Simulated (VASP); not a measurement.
Wanted: the native input for a VASP 6.6.1 run.

```yaml
Task: relaxation of cell and atoms
Functional: PBEsol
Potentials_or_basis: VASP PAW PBE potentials, release 64 (Hf_pv, N)
Cutoff: 600 eV
k_mesh: 6 × 6 × 8
Occupations: gaussian, width 0.1 eV
Spin: no spin polarisation
Dipole_correction: no
Further_INCAR_settings: ALGO = Normal; EDIFF = 1e-07; IBRION = 2; EDIFFG = -0.01; NSW = 80; ISIF = 3
```

The structure of Hf2N lies in POSCAR:

```
Hf2N
1.0
    5.5295367578      0.0000000000      0.0000000000
   -2.7647683789      4.7887193034      0.0000000000
    0.0000000000      0.0000000000      5.0814960742
Hf N
6 3
Direct
    0.6677922661      0.6677922661      0.7470190403
    0.0000000000      0.3322077339      0.7470190403
    0.3322077339      0.0000000000      0.7470190403
    0.3322077339      0.3322077339      0.2529809597
    0.0000000000      0.6677922661      0.2529809597
    0.6677922661      0.0000000000      0.2529809597
    0.6666666667      0.3333333333      0.5000000000
    0.3333333333      0.6666666667      0.5000000000
    0.0000000000      0.0000000000      0.0000000000
```

One way to write it, as run:

INCAR

```
SYSTEM = Hf2N
ALGO = Normal ; EDIFF = 1E-7
EDIFFG = -0.01 ; ENCUT = 600
GGA = PS ; IBRION = 2
ISIF = 3 ; ISMEAR = 0
LASPH = .True. ; LCHARG = .False.
LREAL = .False. ; LWAVE = .False.
NELM = 60 ; NSW = 80
PREC = Accurate ; SIGMA = 0.1
```

KPOINTS

```
k-points
0
Gamma
  6 6 8
  0 0 0
```

Potentials or basis: VASP PAW PBE potentials, release 64 (Hf_pv, N).

Run with:

```bash
$ cat potpaw_PBE.64/Hf_pv/POTCAR potpaw_PBE.64/N/POTCAR > POTCAR
$ mpirun -np 1 vasp_std > vasp.out
```

Results of the run:

```json
{
  "Relaxed volume": "14.89 Å³/atom",
  "Relaxed cell": "a = 5.522 Å, b = 5.522 Å, c = 5.074 Å, α = 90.00°, β = 90.00°, γ = 120.00°",
  "Space group after relaxing (to 0.1 Å)": "P-31m (No. 162)",
  "Energy gained by relaxing": "0.2 meV/atom",
  "Ionic steps": "5",
  "Pressure after relaxing": "0.0 GPa",
  "Largest force after relaxing": "0.005 eV/Å",
  "Band gap on the k mesh": "zero (an odd number of electrons rules out a gap without spin polarisation)"
}
```

Caveat: the PAW data sets were made with another functional, which shifts forces and pressure a little; spin-orbit coupling is left out, which moves the levels of the heavy elements.

Run time: 15 min on 1 thread of Intel(R) Xeon(R) Platinum 8488C (Sapphire Rapids), with other jobs on the host, peak memory 0.48 GiB.
